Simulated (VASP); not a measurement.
Wanted: the native input for a VASP 6.6.1 run.

```yaml
Task: relaxation of shape and atoms at fixed volume
Functional: PBE
Potentials_or_basis: VASP PAW PBE potentials, release 64 (Rb_sv, Na_pv, Te)
Cutoff: 600 eV
k_mesh: 6 × 6 × 4
Occupations: gaussian, width 0.02 eV
Spin: no spin polarisation
Dipole_correction: no
Further_INCAR_settings: ALGO = Normal; EDIFF = 1e-06; IBRION = 2; EDIFFG = -0.01; NSW = 50; ISIF = 4
```

The structure of RbNa3Te2 lies in POSCAR:

```
RbNa3Te2
1.0
    5.1294187532      0.0000000000      0.0000000000
   -2.5647093766      4.4422069470      0.0000000000
    0.0000000000      0.0000000000      8.2407878838
Rb Na Te
1 3 2
Direct
    0.0000000000      0.0000000000      0.0000000000
    0.3333333333      0.6666666667      0.3359899966
    0.6666666667      0.3333333333      0.6640100034
    0.0000000000      0.0000000000      0.5000000000
    0.3333333333      0.6666666667      0.7207499457
    0.6666666667      0.3333333333      0.2792500543
```

These files were run (other wordings do the same):

INCAR

```
PREC = Accurate ; ENCUT = 600
EDIFF = 1E-6 ; ISMEAR = 0
SIGMA = 0.02 ; LREAL = False
LASPH = True ; NELM = 60
ALGO = Normal ; ISIF = 4
LWAVE = False ; LCHARG = False
GGA = PE ; IBRION = 2
NSW = 50 ; EDIFFG = -0.01
```

KPOINTS

```
Automatic mesh
0
Gamma
  6 6 4
```

Potentials or basis: VASP PAW PBE potentials, release 64 (Rb_sv, Na_pv, Te).

The run is started by

```console
$ cat potpaw_PBE.64/Rb_sv/POTCAR potpaw_PBE.64/Na_pv/POTCAR potpaw_PBE.64/Te/POTCAR > POTCAR
$ mpirun -np 1 vasp_std > vasp.out
```

It gave:

The energy gained by relaxing is 0.5 meV/atom. The ionic steps are 9 and the pressure after relaxing is 1.7 GPa. The largest force after relaxing is 0.005 eV/Å and the band gap on the k mesh is 1.82 eV.

Caveat: spin-orbit coupling is left out, which moves the levels of the heavy elements.

It took 4.9 min on 1 thread of AMD EPYC 9R45 96-Core Processor (Zen 5) (shared host), peak memory 0.41 GiB.
